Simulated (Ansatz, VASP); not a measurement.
One calculation of Te2Mo, two programs

```
CELL_PARAMETERS angstrom
3.55707 0.00000 0.00000
-1.77853 3.08051 0.00000
0.00000 0.00000 15.20472
ATOMIC_POSITIONS crystal
Te 0.33333 0.66667 0.63109
Te 0.66667 0.33333 0.13109
Te 0.33333 0.66667 0.86891
Te 0.66667 0.33333 0.36891
Mo 0.33333 0.66667 0.25000
Mo 0.66667 0.33333 0.75000
```

Alike in both runs: functional PBE; k mesh 12 × 12 × 2; occupations gaussian, width 0.02 eV; no spin polarisation.

Ansatz relaxed the structure, and its values are those at the end. VASP's run is a single point on that final structure, the one shown.

```csv
,VASP,Ansatz
version,VASP 6.6.1,Ansatz 0.2.0
potentials or method,"VASP PAW PBE potentials, release 64 (Te, Mo_sv), cutoff 520 eV","scalar-relativistic, plane waves, PAW"
valence electrons in the cell,52,92
```

```csv
,VASP,Ansatz,Ansatz less VASP
gap on the k mesh at the Fermi level (eV),1.01,1.00,-0.004
least direct gap on the mesh (eV),1.03,1.03,+0.001
pressure (GPa),0.0,0.0,-0.01
rms of the force components (eV/Å),0.005,0.001,-0.0047
```

VASP's potentials hold 52 valence electrons a cell and Ansatz's 92, so a difference there can come from the potentials and not from the codes.

Neither program's run includes spin-orbit coupling.
